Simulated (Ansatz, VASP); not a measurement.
Two plane-wave programs on TlCl

File INCAR:

```
PREC     = Accurate       # precision mode
ENCUT    = 500            # plane-wave cutoff, eV
EDIFF    = 1E-6           # SCF threshold, eV
ISMEAR   = 0              # smearing method
SIGMA    = 0.01           # smearing width, eV
LREAL    = F              # projectors in reciprocal space
LASPH    = T              # aspherical terms in the spheres
NELM     = 120            # most SCF steps
ALGO     = Normal         # electronic algorithm
ISIF     = 2              # what is computed and relaxed
LWAVE    = F              # write WAVECAR
LCHARG   = F              # write CHGCAR
GGA      = B5             # functional
ALDAX    = 1.0          
AGGAX    = 1.0          
AGGAC    = 1.0          
ALDAC    = 0.0          
NBANDS   = 17             # bands
GGA_COMPAT= F
```

Contents of KPOINTS:

```
Automatic mesh
0
Gamma
  5 5 5
```

Contents of POSCAR:

```
TlCl
1.0
    3.8340000000      0.0000000000      0.0000000000
    0.0000000000      3.8340000000      0.0000000000
    0.0000000000      0.0000000000      3.8340000000
Tl Cl
1 1
Direct
    0.0000000000      0.0000000000      0.0000000000
    0.5000000000      0.5000000000      0.5000000000
```

Input for Ansatz:

```yaml
crystal:
  lattice:
    - [3.834, 0.0, 0.0]
    - [0.0, 3.834, 0.0]
    - [0.0, 0.0, 3.834]
  atoms:
    - { symbol: Tl, position: [0.0, 0.0, 0.0] }
    - { symbol: Cl, position: [0.5, 0.5, 0.5] }
kpoints:
  mp_grid:
    grid: [5, 5, 5]
hamiltonian:
  xc: blyp
scf:
  occupations:
    method: fixed
output:
  stress: true
```

Alike in both runs: task single point; functional BLYP; k mesh 5 × 5 × 5; no spin polarisation.

```csv
,VASP,Ansatz
version,VASP 6.6.1,Ansatz 0.2.0
potentials or method,"VASP PAW PBE potentials, release 64 (Tl_d, Cl)","plane waves, PAW"
plane-wave cutoff (eV),500,420
occupations,"gaussian, width 0.01 eV",fixed
valence electrons in the cell,20,20
```

Ansatz gave:

```
pressure (GPa) : 3.6
```

Task: What did VASP give for the same quantities?

Result: Pressure (GPa): 3.5.

VASP's potentials were made for PBE, not for BLYP.

Neither program's run includes spin-orbit coupling.
